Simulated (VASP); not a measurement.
# Zn in VASP: single point with PBE

Aim: the single point of Zn with PBE.

Everything below comes from runs of VASP 6.6.1. Logs are shortened: lines on timing, memory, paths and dates and some standing lists are left out, and cuts for length are marked.

## (1) The cell of the first run

The cell holds a slab with vacuum, 5 atoms: a = 2.665 Å, b = 2.665 Å, c = 24.893 Å, α = 90.00°, β = 90.00°, γ = 120.00°.

## (2) Single point, PBE

INCAR

```
SYSTEM = Zn
PREC = Accurate
ENCUT = 520
EDIFF = 1E-7
ISMEAR = -1
SIGMA = 0.05
LREAL = .False.
LASPH = .True.
NELM = 60
ALGO = Normal
ISIF = 2
LWAVE = .False.
LCHARG = .True.
LDIPOL = .True.
IDIPOL = 3
DIPOL = 0.5 0.5 0.500
GGA = PE
LELF = .True.
LVHAR = .True.
LVACPOTAV = .True.
NBANDS = 38
```

KPOINTS

```
regular mesh
0
Gamma
  11 11 1
  0 0 0
```

POSCAR

```
Zn
1.0
    2.6647980532      0.0000000000      0.0000000000
   -1.3323990266      2.3077828100      0.0000000000
    0.0000000000      0.0000000000     24.8934000000
Zn
5
Direct
    0.3333333333      0.6666666666      0.3012846779
    0.6666666667      0.3333333334      0.4006423389
    0.3333333333      0.6666666666      0.5000000000
    0.6666666667      0.3333333334      0.5993576611
    0.3333333333      0.6666666666      0.6987153221
```

Potentials or basis: VASP PAW PBE potentials, release 64 (Zn).

The run is started by

```
$ cat potpaw_PBE.64/Zn/POTCAR > POTCAR
$ mpirun -np 1 vasp_std > vasp.out
```

OUTCAR:

```text
SYSTEM = Zn
   PREC = Accurate
   ENCUT = 520
   EDIFF = 1E-7
   ISMEAR = -1
   LREAL = .False.
   LASPH = .True.
   NELM = 60
   ISIF = 2
   GGA = PE

 ion  position               nearest neighbor table
   1  0.333  0.667  0.301-   2 2.91   2 2.91   2 2.91
   2  0.667  0.333  0.401-   1 2.91   1 2.91   1 2.91   3 2.91   3 2.91   3 2.91
   3  0.333  0.667  0.500-   2 2.91   4 2.91   2 2.91   4 2.91   2 2.91   4 2.91
   4  0.667  0.333  0.599-   5 2.91   5 2.91   5 2.91   3 2.91   3 2.91   3 2.91
   5  0.333  0.667  0.699-   4 2.91   4 2.91   4 2.91

  LATTYP: Found a hexagonal cell.
 ALAT       =     2.6647980532
 C/A-ratio  =     9.3415709195

  Lattice vectors:

 A1 = (   2.6647980532,   0.0000000000,   0.0000000000)
 A2 = (  -1.3323990266,   2.3077828100,   0.0000000000)
 A3 = (   0.0000000000,   0.0000000000,  24.8934000000)

Analysis of symmetry for initial positions (statically):
=====================================================================
 Subroutine PRICEL returns:
 Original cell was already a primitive cell.

 Routine SETGRP: Setting up the symmetry group for a
 hexagonal supercell.

 Subroutine GETGRP returns: Found 12 space group operations
 (whereof 12 operations were pure point group operations)
 out of a pool of 24 trial point group operations.

The static configuration has the point symmetry D_3h.

Analysis of symmetry for dynamics (positions and initial velocities):
=====================================================================
 Subroutine PRICEL returns:
 Original cell was already a primitive cell.

 Routine SETGRP: Setting up the symmetry group for a
 hexagonal supercell.

 Subroutine GETGRP returns: Found 12 space group operations
 (whereof 12 operations were pure point group operations)
 out of a pool of 24 trial point group operations.

The dynamic configuration has the point symmetry D_3h.

 Subroutine INISYM returns: Found 12 space group operations
 (whereof 12 operations are pure point group operations),
 and found     1 'primitive' translations

----------------------------------------------------------------------------------------

                                     Primitive cell

  volume of cell :     153.0888

[... 84 lines left out ...]
   NELM   =     60;   NELMIN=  2; NELMDL= -5     # of ELM steps
   EDIFF  = 0.1E-06   stopping-criterion for ELM
   LREAL  =      F    real-space projection
   EDIFFG = 0.1E-05   stopping-criterion for IOM
   NSW    =      0    number of steps for IOM
   IBRION =     -1    ionic relax: 0-MD 1-quasi-New 2-CG
   NFREE  =      0    steps in history (QN), initial steepest desc. (CG)
   ISIF   =      2    stress and relaxation
   ISYM   =      2    0-nonsym 1-usesym 2-fastsym
   POTIM  = 0.5000    time-step for ionic-motion
   TEBEG  =    0.0;   TEEND  =   0.0 temperature during run
   PSTRESS=    0.0 pullay stress
   NELECT =      60.0000    total number of electrons
   NUPDOWN=      -1.0000    fix difference up-down
   EMIN   =  10.00;   EMAX   =-10.00  energy-range for DOS
   EFERMI =   0.00;   METHOD = LEGACY
   ISMEAR =    -1;   SIGMA  =   0.05  broadening in eV -4-tet -1-fermi 0-gaus
   EFERMI_NEDOS =   21; number of points for ismear=-14 and -15
   IALGO  =     38    algorithm
   IMIX   =      4    mixing-type and parameters
     AMIX     =   0.40;   BMIX     =  1.00
     AMIX_MAG =   1.60;   BMIX_MAG =  1.00
  volume/ion in A,a.u.               =      30.62       206.62
  Fermi-wavevector in a.u.,A,eV,Ry     =   1.198057  2.263999 19.528990  1.435340
  Thomas-Fermi vector in A             =   2.333956
   LORBIT       =      0    0 simple, 1 ext, 2 COOP (PROOUT), +10 PAW based schemes
   GGA     = PE    functional components
   LHFCALC =     F    Hartree Fock is set to
   AEXX    =    0.0000 exact exchange contribution
   IVDW    =     0    specifies the selected vdW correction
   LEPSILON=     F    determine dielectric tensor
   LRPA    =     F    only Hartree local field effects (RPA)
 non-spin polarized calculation
  energy-cutoff  :      520.00
  volume of cell :      153.09
 maximum number of plane-waves:      4189
 NGX is ok and might be reduce to    20
   NGX =  9   NGY =  9   NGZ = 93

 number of electron      59.9999985 magnetization

 dipolmoment           0.000000      0.000000     -0.000000 electrons x Angstroem

 Free energy of the ion-electron system (eV)
  ---------------------------------------------------
  ext. energy  EPLUGINS =         0.00000000
  ---------------------------------------------------
  free energy    TOTEN  =        -5.21986652 eV

  energy without entropy =       -5.19774013  energy(sigma->0) =       -5.20880332

 E-fermi :  -0.5514     XC(G=0):  -6.3801

 val. band max:       -0.5696890694   @ k =   0.3636   0.1818   0.0000
 cond. band min:      -0.5339707471   @ k =   0.0000   0.0000   0.0000
 fundamental gap:      0.0357183223
 Fermi energy:        -0.5514310553

 k-point     1 :       0.0000    0.0000    0.0000
  band No.  band energies     occupation
      1     -10.5898      2.00000
      2     -10.0336      2.00000
      3      -9.3244      2.00000
      4      -9.0153      2.00000
      5      -8.9814      2.00000
      6      -8.2968      2.00000
[... 645 lines left out ...]
     37       3.3936      0.00000
     38       3.8106      0.00000

------------------------ aborting loop because EDIFF is reached ----------------------------------------

  FORCE on cell =-STRESS in cart. coord.  units (eV):
  Direction    XX          YY          ZZ          XY          YZ          ZX
  --------------------------------------------------------------------------------------
  -------------------------------------------------------------------------------------
  Total       -1.0360493     -1.0360493     -0.2153282      0.0000000     -0.0000000      0.0000000
  in kB      -10.8429526    -10.8429526     -2.2535541      0.0000000     -0.0000000      0.0000000
  external PRESSURE =      -7.9798197 kB  Pullay stress =       0.0000000 kB

 VOLUME and BASIS-vectors are now :
 -----------------------------------------------------------------------------
  energy-cutoff  :      520.00
  volume of cell :      153.09
      direct lattice vectors                 reciprocal lattice vectors
     2.664798053  0.000000000  0.000000000     0.375262958  0.216658170  0.000000000
    -1.332399027  2.307782810  0.000000000     0.000000000  0.433316340  0.000000000
     0.000000000  0.000000000 24.893400000     0.000000000  0.000000000  0.040171290

 POSITION                                       TOTAL-FORCE (eV/Angst)
 -----------------------------------------------------------------------------------
     -0.00000      1.53852      7.50000        -0.000000      0.000000     -0.057415
      1.33240      0.76926      9.97335        -0.000000      0.000000      0.152601
     -0.00000      1.53852     12.44670         0.000000     -0.000000      0.000000
      1.33240      0.76926     14.92005        -0.000000      0.000000     -0.152601
     -0.00000      1.53852     17.39340        -0.000000      0.000000      0.057415
 -----------------------------------------------------------------------------------
    total drift:                               -0.000004      0.000002      0.000000

  FREE ENERGIE OF THE ION-ELECTRON SYSTEM (eV)
  ---------------------------------------------------
  free  energy   TOTEN  =        -5.2198665187 eV

  energy  without entropy=       -5.1977401283  energy(sigma->0) =       -5.20880332

 vacuum level on the upper side and lower side of the slab         3.496         3.496
```

Wall time 82 s (1 thread of Intel Xeon 6975P-C (Granite Rapids), shared host); peak memory 0.28 GiB.

Results:

```yaml
Free_energy: -5.2199 eV
Largest_force: 0.153 eV/Å
Band_gap_on_the_k_mesh: zero (band 30 reaches 0.87 eV, above the bottom of band 31 at -3.08 eV)
```

Forces on the atoms (eV/Å):
```
Zn   0.000  0.000 -0.057
Zn   0.000  0.000  0.153
Zn   0.000  0.000  0.000
Zn   0.000  0.000 -0.153
Zn   0.000  0.000  0.057
```
